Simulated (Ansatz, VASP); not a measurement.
One calculation of AlN, two programs

```
Al N
1.0
    -0.10683    2.03491    2.03491
     1.92808    0.00000    1.92808
     2.03491    2.03491   -0.10683
Al N
1 1
Direct
  0.50000 0.50000 0.50000
  0.00000 0.00000 0.00000
```

Change from the starting cell: engineering shear strain xz -0.1050, engineering shear strain yz +0.0000.

Alike in both runs: task single point; functional PBE; k mesh 10 × 10 × 10; occupations gaussian, width 0.05 eV; no spin polarisation.

```csv
,VASP,Ansatz
version,VASP 6.6.1,Ansatz 0.2.0
potentials or method,"VASP PAW PBE potentials, release 64 (Al, N), cutoff 520 eV","scalar-relativistic, plane waves, PAW"
valence electrons in the cell,8,8
```

|  | VASP | Ansatz | Ansatz less VASP |
| --- | --- | --- | --- |
| gap on the k mesh at the Fermi level (eV) | 2.36 | 2.37 | +0.010 |
| least direct gap on the mesh (eV) | 4.27 | 4.26 | -0.009 |
| pressure (GPa) | 1.3 | 1.4 | +0.14 |
| traceless stress, the component that is largest in VASP (GPa) | 32.49 | 32.47 | -0.018 |
